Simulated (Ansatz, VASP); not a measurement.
# BN: VASP beside Ansatz

```
B N
1.0
     1.25210    0.72290    3.48153
    -1.25210    0.72290    3.48153
     0.00000   -1.44580    3.48153
B N
1 1
Direct
  0.99962 0.99962 0.99962
  0.33281 0.33281 0.33281
```

Alike in both runs: task relaxation of cell and atoms; functional PBEsol; k mesh 12 × 12 × 12; no spin polarisation.

|  | VASP | Ansatz |
| --- | --- | --- |
| version | VASP 6.6.1 | Ansatz 0.2.0 |
| potentials or method | VASP PAW PBE potentials, release 64 (B_h, N_h), cutoff 910 eV | scalar-relativistic, plane waves, PAW |
| occupations | gaussian, width 0.01 eV | fixed |
| valence electrons in the cell | 8 | 8 |

```csv
,VASP,Ansatz,Ansatz less VASP
"gap on the k mesh at the Fermi level, each at its own relaxed structure (eV)",4.21,4.25,+0.040
relaxed volume (Å³/atom),9.30,9.49,+0.189
relaxed cell length with the largest relative difference (Å),3.718,3.782,+0.0640
```

VASP's potentials were made for PBE, not for PBEsol.

Noted on VASP's run: the cutoff is short for stress, so the pressure is rough.
